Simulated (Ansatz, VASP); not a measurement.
# CrN2: VASP beside Ansatz

Contents of POSCAR:

```
CrN2
1.0
    3.9017860000      0.0000000000      0.0000000000
    0.0000000000      4.8095120000      0.0000000000
    0.0000000000      0.0000000000      2.7841700000
Cr N
2 4
Direct
    0.5000000000      0.5000000000      0.5000000000
    0.0000000000      0.0000000000      0.0000000000
    0.6338300000      0.0887750000      0.5000000000
    0.3661700000      0.9112250000      0.5000000000
    0.1338300000      0.4112250000      0.0000000000
    0.8661700000      0.5887750000      0.0000000000
```

Contents of INCAR.step1:

```
SYSTEM = CrN2
  PREC = Accurate
  ENCUT = 520
  ISMEAR = 0
  SIGMA = 0.1
  LREAL = .FALSE.
  LASPH = .TRUE.
  NELM = 150
  ISPIN = 2
  MAGMOM = 3 3 0 0 0 0
  LMAXMIX = 4
  NBANDS = 35
  GGA = PE
  ALGO = Normal
  EDIFF = 1E-4
  LWAVE = .TRUE.
  LCHARG = .FALSE.
```

The input INCAR.step2:

```
SYSTEM = CrN2
  PREC = Accurate
  ENCUT = 520
  EDIFF = 1E-6
  ISMEAR = 0
  SIGMA = 0.1
  LREAL = .FALSE.
  LASPH = .TRUE.
  NELM = 150
  ALGO = Normal
  ISIF = 2
  LWAVE = .FALSE.
  LCHARG = .FALSE.
  ISPIN = 2
  MAGMOM = 3 3 0 0 0 0
  LORBIT = 11
  LMAXMIX = 4
  METAGGA = R2SCAN
  LMIXTAU = .TRUE.
  NBANDS = 35
  ISTART = 1
```

KPOINTS

```
regular mesh
0
G
  6 4 6
  0 0 0
```

Input for Ansatz:

```yaml
crystal:
  lattice:
    - [3.901786, 0.0, 0.0]
    - [0.0, 4.809512, 0.0]
    - [0.0, 0.0, 2.78417]
  atoms:
    - { symbol: Cr, position: [0.5, 0.5, 0.5], spin: 3.0 }
    - { symbol: Cr, position: [0.0, 0.0, 0.0], spin: 3.0 }
    - { symbol: "N", position: [0.63383, 0.088775, 0.5] }
    - { symbol: "N", position: [0.36617, 0.911225, 0.5] }
    - { symbol: "N", position: [0.13383, 0.411225, 0.0] }
    - { symbol: "N", position: [0.86617, 0.588775, 0.0] }
basis:
  ecutwfc: 500
kpoints:
  mp_grid: { grid: [6, 4, 6] }
hamiltonian:
  xc: r2scan
scf:
  occupations: { method: gaussian, width: 0.1 }
  lower_state_search: "off"
output:
  forces: true
  stress: true
  eigenvalues: true
  populations: true
magnetization:
  spin_polarized: true
```

Alike in both runs: task single point; functional r2SCAN; k mesh 6 × 4 × 6; occupations gaussian, width 0.1 eV; collinear spin.

|  | VASP | Ansatz |
| --- | --- | --- |
| version | VASP 6.6.1 | Ansatz 0.2.0 |
| potentials or method | VASP PAW PBE potentials, release 64 (Cr_pv, N), cutoff 520 eV | scalar-relativistic, plane waves, PAW |
| valence electrons in the cell | 44 | 48 |

VASP gave:

* gap on the k mesh at the Fermi level (eV): none
* pressure (GPa): -2.1
* traceless stress, the component that is largest in VASP (GPa): 3.22
* rms of the force components (eV/Å): 0.065
* net moment per atom (μB): 0.72
* size of the moment on the site where the two differ most (μB): 2.49

**Question.** Estimate Ansatz's values.

**Answer.** gap on the k mesh at the Fermi level (eV): none; pressure (GPa): -2.9; traceless stress, the component that is largest in VASP (GPa): 3.61; rms of the force components (eV/Å): 0.010; net moment per atom (μB): 0.72; size of the moment on the site where the two differ most (μB): 2.10.

VASP's potentials were made for PBE, not for r2SCAN. Site moments also hang on the region over which each program counts them. Atom by atom the forces differ by 0.054 eV/Å (rms over components). A gap of «none» marks a metal or a gap that the smearing closes. The functional is the same, so the differences come from potentials, cutoffs and numerics. VASP's potentials hold 44 valence electrons a cell and Ansatz's 48, so a difference there can come from the potentials and not from the codes. Ansatz's warnings: stability check not made.

The k mesh is coarse, so the values compare programs but aren't converged.
